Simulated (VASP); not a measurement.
A run of VASP 6.6.1:

The input INCAR:

```
PREC = Accurate
ENCUT = 520
EDIFF = 1E-6
ISMEAR = 0
SIGMA = 0.1
LREAL = False
LASPH = True
NELM = 100
ALGO = Normal
ISIF = 2
LWAVE = False
LCHARG = False
GGA = PE
NBANDS = 36
```

The input KPOINTS:

```
Automatic mesh
0
Gamma
  4 4 4
```

File POSCAR:

```
CsO7
1.0
    0.0000000000      3.8918070500      3.8918070500
    3.8918070500      0.0000000000      3.8918070500
    3.8918070500      3.8918070500      0.0000000000
Cs O
1 7
Direct
    0.0000000000      0.0000000000      0.0000000000
    0.5000000000      0.5000000000      0.5000000000
    0.0000000000      0.0000000000      0.5000000000
    0.5000000000      0.0000000000      0.5000000000
    0.0000000000      0.5000000000      0.5000000000
    0.5000000000      0.5000000000      0.0000000000
    0.0000000000      0.5000000000      0.0000000000
    0.5000000000      0.0000000000      0.0000000000
```

Potentials or basis: VASP PAW PBE potentials, release 64 (Cs_sv, O).

The run is started by

```console
$ cat potpaw_PBE.64/Cs_sv/POTCAR potpaw_PBE.64/O/POTCAR > POTCAR
$ mpirun -np 1 vasp_std > vasp.out
```

Hardware: 1 thread of Intel(R) Xeon(R) Platinum 8488C (Sapphire Rapids) (shared host).

Task: How long does it take, and how much memory?

Result: Run time: 58 s on 1 thread of Intel(R) Xeon(R) Platinum 8488C (Sapphire Rapids), with other jobs on the host, peak memory 0.24 GiB. Counts: scf iterations 25, k points 8.
